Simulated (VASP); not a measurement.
# Al: single point with r2SCAN

The system is Al.

```xyz
1
Lattice="-1.5912 1.5912 1.5912 1.5912 -1.5912 1.5912 1.5912 1.5912 -1.5912" Properties=species:S:1:pos:R:3 pbc="T T T"
Al    0.0000    0.0000    0.0000
```

- Program: VASP 6.6.1
- Task: single point
- Functional: r2SCAN
- Potentials or basis: VASP PAW PBE potentials, release 64 (Al)
- Cutoff: 520 eV
- k mesh: 18 × 18 × 18
- Occupations: gaussian, width 0.1 eV
- Spin: no spin polarisation

| Quantity | Value |
| --- | --- |
| Pressure | 0.2 GPa |

Levels at points of the mesh, in eV from the Fermi level:
```tsv
k point	band 1	band 2	band 3	band 4	band 5	band 6
(0.00, 0.00, 0.00)	-12.06	14.15	14.15	14.15	16.26	16.26
(0.50, 0.00, 0.00)	-4.84	-4.06	8.70	8.98	10.78	12.44
(0.50, 0.50, 0.50)	2.02	2.02	2.02	2.90	2.90	6.75
```

Wall time 26 s on 1 thread of Intel(R) Xeon(R) 6975P-C (Granite Rapids), on a shared host, peak memory 0.13 GiB.

Caveat: the PAW data sets were made with another functional, which shifts forces and pressure a little.
